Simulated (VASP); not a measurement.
Input of a VASP 6.6.1 run:

File POSCAR:

```
GaN
1.0
    0.0000000000      2.3661756379      2.2535006075
    2.3661756379      0.0000000000      2.2535006075
    2.3661756379      2.3661756379      0.0000000000
Ga N
1 1
Direct
    0.0000000000      0.0000000000      0.0000000000
    0.7500000000      0.7500000000      0.7500000000
```

File INCAR.step1:

```
ALGO = Normal ; EDIFF = 1E-4
ENCUT = 520 ; GGA = PE
ISMEAR = 0 ; LASPH = True
LCHARG = False ; LREAL = False
LWAVE = True ; NBANDS = 16
NELM = 80 ; PREC = Accurate
SIGMA = 0.05
```

The input INCAR.step2:

```
ALGO = Normal ; EDIFF = 1E-6
ENCUT = 520 ; ISIF = 2
ISMEAR = 0 ; ISTART = 1
LASPH = True ; LCHARG = True
LELF = True ; LMIXTAU = True
LREAL = False ; LVHAR = True
LWAVE = False ; METAGGA = R2SCAN
NBANDS = 16 ; NELM = 80
PREC = Accurate ; SIGMA = 0.05
```

KPOINTS

```
k-points
0
Gamma
  10 10 10
```

Potentials or basis: VASP PAW PBE potentials, release 64 (Ga_d, N).

Run with:

```bash
$ cat potpaw_PBE.64/Ga_d/POTCAR potpaw_PBE.64/N/POTCAR > POTCAR
$ cp INCAR.step1 INCAR
$ mpirun -np 1 vasp_std > vasp.out
$ cp INCAR.step2 INCAR
$ mpirun -np 1 vasp_std > vasp.out
```

(1) What does it give for the pressure?

(2) Estimate the band gap on the k mesh.

## Answers

(1) -15.6 GPa.

(2) 1.33 eV.

Caveat: the cell differs from its parent crystal (strain +0.050 along x and y, +0.000 along z); the cell stands under tension; the PAW data sets were made with another functional, which shifts forces and pressure a little.
